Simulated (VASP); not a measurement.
The system is MgSe.

```xyz
2
Lattice="0.0000 2.7363 2.7363 2.7363 0.0000 2.7363 2.7363 2.7363 0.0000" Properties=species:S:1:pos:R:3 pbc="T T T"
Mg    0.0000    0.0000    0.0000
Se    2.7363    2.7363    2.7363
```

Base run:

- Program: VASP 6.6.1
- Functional: PBE
- Potentials or basis: VASP PAW PBE potentials, release 64 (Mg, Se)
- Cutoff: 520 eV
- k mesh: 6 × 6 × 6
- Occupations: gaussian, width 0.01 eV
- Spin: no spin polarisation

Its results: band gap on the k mesh 1.78 eV (least direct gap 2.52 eV); electronic dielectric tensor (diagonal) 7.09.

Question: The run is repeated on the same cell with these changes: functional from PBE to r2SCAN; cutoff from 520 eV to 580 eV. What comes out?

Answer: Band gap on the k mesh 2.44 eV (least direct gap 3.41 eV); electronic dielectric tensor (diagonal) 5.65.

A k mesh can miss the band edges.
